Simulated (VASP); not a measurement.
Ag, 2 atoms in the cell. The structure is hexagonal, space group P6_3/mmc (No. 194). Conventional cell: a = 2.904 Å, b = 2.904 Å, c = 4.463 Å, α = 90.00°, β = 90.00°, γ = 120.00°. Within 3.7 Å of Ag (site symmetry -6m2) lie 12 Ag at 2.79 to 2.90 Å. This isn't the form of Ag at room conditions, which is fcc. This cell differs from its parent crystal: strain -0.0600 x Voigt [0, 0, 1, 0, 0, 0].

* Program: VASP 6.6.1
* Task: single point
* Functional: r2SCAN
* Potentials or basis: VASP PAW PBE potentials, release 64 (Ag)
* Cutoff: 520 eV
* k mesh: 24 × 24 × 14
* Occupations: gaussian, width 0.15 eV
* Spin: no spin polarisation
* Dipole correction: no
* Further INCAR settings: ALGO = Normal; EDIFF = 1e-07; NBANDS = 18

Potentials or basis: VASP PAW PBE potentials, release 64 (Ag).

Launch:

```sh
$ cat potpaw_PBE.64/Ag/POTCAR > POTCAR
$ cp INCAR.step1 INCAR
$ mpirun -np 1 vasp_std > vasp.out
$ cp INCAR.step2 INCAR
$ mpirun -np 1 vasp_std > vasp.out
```

Hardware: 1 thread of Intel(R) Xeon(R) Platinum 8375C CPU @ 2.90GHz (Ice Lake), on a shared host.

Problem. How long does it take, and how much memory?

Solution. Wall time 13 min on 1 thread of Intel(R) Xeon(R) Platinum 8375C CPU @ 2.90GHz (Ice Lake) (shared host), peak memory 0.35 GiB. Counts: k points 488.
